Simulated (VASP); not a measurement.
# Ti (P6_3/mmc) in VASP: notebook, part 2 of 2

VASP 6.6.1. Earlier steps stand in the parts before.

### Step 4. Single point, PBEsol (strain -0.0600 x Voigt [1, 1, 0, 0, 0, 0])

Input file INCAR:

```
  PREC = Accurate
  ENCUT = 520
  EDIFF = 1E-7
  ISMEAR = 0
  SIGMA = 0.15
  LREAL = False
  LASPH = True
  NELM = 100
  ALGO = Normal
  ISIF = 2
  LWAVE = False
  LCHARG = True
  GGA = PS
  LELF = True
  LVHAR = True
  NBANDS = 19
```

Input file KPOINTS:

```
regular mesh
0
Gamma
  18 18 10
```

Input file POSCAR:

```
Ti
1.0
    2.7729979888      0.0000000000      0.0000000000
   -1.3864989944      2.4014867029      0.0000000000
    0.0000000000      0.0000000000      4.6860000000
Ti
2
Direct
    0.3333333333      0.6666666667      0.2500000000
    0.6666666667      0.3333333333      0.7500000000
```

Potentials or basis: VASP PAW PBE potentials, release 64 (Ti_sv).

Run with:

```console
$ cat potpaw_PBE.64/Ti_sv/POTCAR > POTCAR
$ mpirun -np 1 vasp_std > vasp.out
```

OUTCAR:

```text
PREC = Accurate
   ENCUT = 520
   EDIFF = 1E-7
   ISMEAR = 0
   LREAL = False
   LASPH = True
   NELM = 100
   ISIF = 2
   GGA = PS

 ion  position               nearest neighbor table
   1  0.333  0.667  0.250-   2 2.84   2 2.84   2 2.84   2 2.84   2 2.84   2 2.84
   2  0.667  0.333  0.750-   1 2.84   1 2.84   1 2.84   1 2.84   1 2.84   1 2.84

  LATTYP: Found a hexagonal cell.
 ALAT       =     2.7729979888
 C/A-ratio  =     1.6898677961

  Lattice vectors:

 A1 = (   2.7729979888,   0.0000000000,   0.0000000000)
 A2 = (  -1.3864989944,   2.4014867029,   0.0000000000)
 A3 = (   0.0000000000,   0.0000000000,   4.6860000000)

Analysis of symmetry for initial positions (statically):
=====================================================================
 Subroutine PRICEL returns:
 Original cell was already a primitive cell.

 Routine SETGRP: Setting up the symmetry group for a
 hexagonal supercell.

 Subroutine GETGRP returns: Found 24 space group operations
 (whereof 12 operations were pure point group operations)
 out of a pool of 24 trial point group operations.

The static configuration has the point symmetry D_3d.
 The point group associated with its full space group is D_6h.

Analysis of symmetry for dynamics (positions and initial velocities):
=====================================================================
 Subroutine PRICEL returns:
 Original cell was already a primitive cell.

 Routine SETGRP: Setting up the symmetry group for a
 hexagonal supercell.

 Subroutine GETGRP returns: Found 24 space group operations
 (whereof 12 operations were pure point group operations)
 out of a pool of 24 trial point group operations.

The dynamic configuration has the point symmetry D_3d.
 The point group associated with its full space group is D_6h.

 Subroutine INISYM returns: Found 24 space group operations
 (whereof 12 operations are pure point group operations),
 and found     1 'primitive' translations

----------------------------------------------------------------------------------------

                                     Primitive cell

  volume of cell :      31.2056

  direct lattice vectors                    reciprocal lattice vectors
     2.772997989  0.000000000  0.000000000     0.360620528  0.208204359  0.000000000
    -1.386498994  2.401486703  0.000000000     0.000000000  0.416408718  0.000000000
     0.000000000  0.000000000  4.686000000     0.000000000  0.000000000  0.213401622

  length of vectors
     2.772997989  2.772997989  4.686000000     0.416408718  0.416408718  0.213401622

  position of ions in fractional coordinates (direct lattice)
     0.333333333  0.666666667  0.250000000
     0.666666667  0.333333333  0.750000000

  ion indices of the primitive-cell ions
   primitive index   ion index
                 1           1
                 2           2

----------------------------------------------------------------------------------------

 KPOINTS: regular mesh

Automatic generation of k-mesh.
 Grid dimensions read from file:
 generate k-points for:   18   18   10

 Generating k-lattice:

  Cartesian coordinates                     Fractional coordinates (reciprocal lattice)
     0.020034474  0.011566909  0.000000000     0.055555556  0.000000000  0.000000000
     0.000000000  0.023133818  0.000000000     0.000000000  0.055555556  0.000000000
     0.000000000  0.000000000  0.021340162     0.000000000  0.000000000  0.100000000

  Length of vectors
     0.023133818  0.023133818  0.021340162

  Shift w.r.t. Gamma in fractional coordinates (k-lattice)
     0.000000000  0.000000000  0.000000000

 Subroutine IBZKPT returns following result:
 ===========================================

 Found    222 irreducible k-points:

 Following reciprocal coordinates:
            Coordinates               Weight
  0.000000  0.000000  0.000000      1.000000
  0.055556 -0.000000  0.000000      6.000000
  0.111111 -0.000000  0.000000      6.000000
  0.166667  0.000000  0.000000      6.000000
  0.222222  0.000000  0.000000      6.000000
  0.277778 -0.000000  0.000000      6.000000
[... 16 lines left out ...]
  0.333333  0.111111  0.000000     12.000000
  0.388889  0.111111  0.000000     12.000000
 [... further k-points ...]
   k-points           NKPTS =    222   k-points in BZ     NKDIM =    222   number of bands    NBANDS=     19
   number of dos      NEDOS =    301   number of ions     NIONS =      2
   total plane-waves  NPLWV =  20736
   dimension x,y,z NGX =    24 NGY =   24 NGZ =   36
   dimension x,y,z NGXF=    48 NGYF=   48 NGZF=   72
   ions per type =               2
   NGX,Y,Z   is equivalent  to a cutoff of  14.39, 14.39, 12.77 a.u.
   NGXF,Y,Z  is equivalent  to a cutoff of  28.78, 28.78, 25.54 a.u.
 SYSTEM =  unknown system
   PREC   = accura    normal or accurate (medium, high low for compatibility)
   ISTART =      0    job   : 0-new  1-cont  2-samecut
   ICHARG =      2    charge: 1-file 2-atom 10-const
   ISPIN  =      1    spin polarized calculation?
   LNONCOLLINEAR =      F non collinear calculations
   LSORBIT =      F    spin-orbit coupling
   LASPH  =      T    aspherical Exc in radial PAW
   ENCUT  =  520.0 eV  38.22 Ry    6.18 a.u.   5.16  5.16  8.71*2*pi/ulx,y,z
   NELM   =    100;   NELMIN=  2; NELMDL= -5     # of ELM steps
   EDIFF  = 0.1E-06   stopping-criterion for ELM
   LREAL  =      F    real-space projection
   EDIFFG = 0.1E-05   stopping-criterion for IOM
   NSW    =      0    number of steps for IOM
   IBRION =     -1    ionic relax: 0-MD 1-quasi-New 2-CG
   NFREE  =      0    steps in history (QN), initial steepest desc. (CG)
   ISIF   =      2    stress and relaxation
   ISYM   =      2    0-nonsym 1-usesym 2-fastsym
   POTIM  = 0.5000    time-step for ionic-motion
   TEBEG  =    0.0;   TEEND  =   0.0 temperature during run
   PSTRESS=    0.0 pullay stress
   NELECT =      24.0000    total number of electrons
   NUPDOWN=      -1.0000    fix difference up-down
   EMIN   =  10.00;   EMAX   =-10.00  energy-range for DOS
   EFERMI =   0.00;   METHOD = LEGACY
   ISMEAR =     0;   SIGMA  =   0.15  broadening in eV -4-tet -1-fermi 0-gaus
   EFERMI_NEDOS =   21; number of points for ismear=-14 and -15
   IALGO  =     38    algorithm
   IMIX   =      4    mixing-type and parameters
     AMIX     =   0.40;   BMIX     =  1.00
     AMIX_MAG =   1.60;   BMIX_MAG =  1.00
  volume/ion in A,a.u.               =      15.60       105.29
  Fermi-wavevector in a.u.,A,eV,Ry     =   1.499919  2.834437 30.609816  2.249758
  Thomas-Fermi vector in A             =   2.611487
   LORBIT       =      0    0 simple, 1 ext, 2 COOP (PROOUT), +10 PAW based schemes
   GGA     = PS    functional components
   LHFCALC =     F    Hartree Fock is set to
   AEXX    =    0.0000 exact exchange contribution
   IVDW    =     0    specifies the selected vdW correction
   LEPSILON=     F    determine dielectric tensor
   LRPA    =     F    only Hartree local field effects (RPA)
 non-spin polarized calculation
 Gauss-broadening in eV      SIGMA  =   0.15
  energy-cutoff  :      520.00
  volume of cell :       31.21
 maximum number of plane-waves:       855
 NGX is ok and might be reduce to    24
   NGX = 11   NGY = 11   NGZ = 17

 number of electron      23.9999998 magnetization

 Free energy of the ion-electron system (eV)
  ---------------------------------------------------
  ext. energy  EPLUGINS =         0.00000000
  ---------------------------------------------------
  free energy    TOTEN  =       -16.60010502 eV

  energy without entropy =      -16.57726262  energy(sigma->0) =      -16.58868382

 E-fermi :   9.3570     XC(G=0): -12.1559

 val. band max:        9.3516808357   @ k =   0.3333   0.2778   0.4000
 cond. band min:       9.3610260351   @ k =   0.1667   0.0000   0.0000
 fundamental gap:      0.0093451993
 Fermi energy:         9.3570004635

 k-point     1 :       0.0000    0.0000    0.0000
  band No.  band energies     occupation
      1     -47.0494      2.00000
      2     -46.8811      2.00000
      3     -23.8094      2.00000
      4     -22.9237      2.00000
      5     -22.9122      2.00000
      6     -22.9122      2.00000
[... 11 lines left out ...]
     18      11.5694      0.00000
     19      13.0219      0.00000

 k-point     2 :       0.0556   -0.0000    0.0000
  band No.  band energies     occupation
      1     -47.0440      2.00000
      2     -46.8780      2.00000
      3     -23.7997      2.00000
      4     -22.9370      2.00000
      5     -22.9260      2.00000
      6     -22.9195      2.00000
[... 476 lines left out ...]
 k-point    24 :       0.3889    0.1111    0.0000
  band No.  band energies     occupation
      1     -46.8490      2.00000
      2     -46.7942      2.00000
      3     -23.6814      2.00000
      4     -23.5467      2.00000
      5     -23.3850      2.00000
      6     -23.1825      2.00000
[... 11 lines left out ...]
     18      13.3556      0.00000
     19      14.4637      0.00000

 [... further k-points ...]
[... 5 lines left out ...]
  --------------------------------------------------------------------------------------
  -------------------------------------------------------------------------------------
  Total        2.1858159      2.1858159      0.7437252     -0.0000000      0.0000000      0.0000000
  in kB      112.2256547    112.2256546     38.1848460     -0.0000000      0.0000000      0.0000000
  external PRESSURE =      87.5453851 kB  Pullay stress =       0.0000000 kB

 VOLUME and BASIS-vectors are now :
 -----------------------------------------------------------------------------
  energy-cutoff  :      520.00
  volume of cell :       31.21
      direct lattice vectors                 reciprocal lattice vectors
     2.772997989  0.000000000  0.000000000     0.360620528  0.208204359  0.000000000
    -1.386498994  2.401486703  0.000000000     0.000000000  0.416408718  0.000000000
     0.000000000  0.000000000  4.686000000     0.000000000  0.000000000  0.213401622

 POSITION                                       TOTAL-FORCE (eV/Angst)
 -----------------------------------------------------------------------------------
     -0.00000      1.60099      1.17150        -0.000000      0.000000      0.000000
      1.38650      0.80050      3.51450         0.000000      0.000000      0.000000
 -----------------------------------------------------------------------------------
    total drift:                               -0.000000      0.000000     -0.000000

  FREE ENERGIE OF THE ION-ELECTRON SYSTEM (eV)
  ---------------------------------------------------
  free  energy   TOTEN  =       -16.6001050151 eV

  energy  without entropy=      -16.5772626209  energy(sigma->0) =      -16.58868382
```

OSZICAR:

```text
N       E                     dE             d eps       ncg     rms          rms(c)
DAV:   1     0.261694590261E+03    0.26169E+03   -0.12970E+04  8452   0.161E+03
DAV:   2     0.113816369044E+02   -0.25031E+03   -0.24614E+03  8663   0.443E+02
DAV:   3    -0.173744944709E+02   -0.28756E+02   -0.28388E+02 15474   0.124E+02
DAV:   4    -0.184897628596E+02   -0.11153E+01   -0.11141E+01  9742   0.253E+01
DAV:   5    -0.185365547066E+02   -0.46792E-01   -0.46786E-01 12169   0.384E+00    0.138E+01
DAV:   6    -0.165986571614E+02    0.19379E+01   -0.64051E+00 10038   0.266E+01    0.375E+00
DAV:   7    -0.165732909290E+02    0.25366E-01   -0.83071E-01 12694   0.696E+00    0.218E+00
DAV:   8    -0.166080295372E+02   -0.34739E-01   -0.23375E-01  9105   0.559E+00    0.797E-01
DAV:   9    -0.165994348078E+02    0.85947E-02   -0.47231E-02  9505   0.234E+00    0.931E-02
DAV:  10    -0.166000895985E+02   -0.65479E-03   -0.44590E-03 11881   0.386E-01    0.866E-02
DAV:  11    -0.166001171986E+02   -0.27600E-04   -0.12025E-04 10766   0.874E-02    0.464E-02
DAV:  12    -0.166001050066E+02    0.12192E-04   -0.52988E-05  9109   0.664E-02    0.237E-03
DAV:  13    -0.166001046391E+02    0.36756E-06   -0.16197E-06 10364   0.123E-02    0.310E-03
DAV:  14    -0.166001049395E+02   -0.30040E-06   -0.31096E-07  8279   0.444E-03    0.646E-04
DAV:  15    -0.166001050151E+02   -0.75619E-07   -0.24982E-08  4572   0.126E-03
   1 F= -.16600105E+02 E0= -.16588684E+02  d E =-.228424E-01
```

stdout:

```text
POSCAR found type information on POSCAR Ti
 POSCAR found :  1 types and       2 ions
 scaLAPACK will be used
 -----------------------------------------------------------------------------
|                                                                             |
|                                                                             |
|     You enforced a specific xc type in the INCAR file but a different       |
|     I HOPE YOU KNOW WHAT YOU ARE DOING!                                     |
|                                                                             |
 -----------------------------------------------------------------------------

 LDA part: xc-table for (Slater+PW92), standard interpolation
 POSCAR, INCAR and KPOINTS ok, starting setup
 FFT: planning ... GRIDC
 FFT: planning ... GRID_SOFT
 FFT: planning ... GRID
 WAVECAR not read
 entering main loop
```

Run time: 2.7 min. Hardware: 1 thread of Intel Xeon 8259CL, shared host; peak memory 0.24 GiB.

Results:

- Free energy: -16.6001 eV
- Pressure: 8.8 GPa
- Band gap on the k mesh: zero (bands 12 and 13 overlap by 0.87 eV)

Caveat: the cell differs from its parent crystal (strain -0.0600 x Voigt [1, 1, 0, 0, 0, 0]); the stress differs along the axes, from 4 to 11 GPa; the PAW data sets were made with another functional, which shifts forces and pressure a little.

### Step 5. Summary

| cell | gap on the mesh (eV) | pressure (GPa) |
| --- | --- | --- |
| a = 3.105, b = 3.105, c = 4.686 Å, angles 90.0, 90.0, 120.0°, 2 atoms | none | -14.0 |
| a = 3.127, b = 3.127, c = 4.686 Å, angles 90.0, 90.0, 120.0°, 2 atoms | none | -14.9 |
| a = 2.773, b = 2.773, c = 4.686 Å, angles 90.0, 90.0, 120.0°, 2 atoms | none | 8.8 |

Alike in all rows: task single point; level PBEsol; potentials or basis VASP PAW PBE potentials, release 64 (Ti_sv); no spin polarisation; k mesh 18 × 18 × 10; cutoff (eV) 520; smearing gaussian 0.15 eV.

Caveats: the PAW data sets were made with another functional, which shifts forces and pressure a little; the cell stands under tension (at least some runs); the stress differs along the axes, from 4 to 11 GPa (at least some runs).

Total energies depend on the potentials used, so only differences within one code and one set of settings carry meaning.
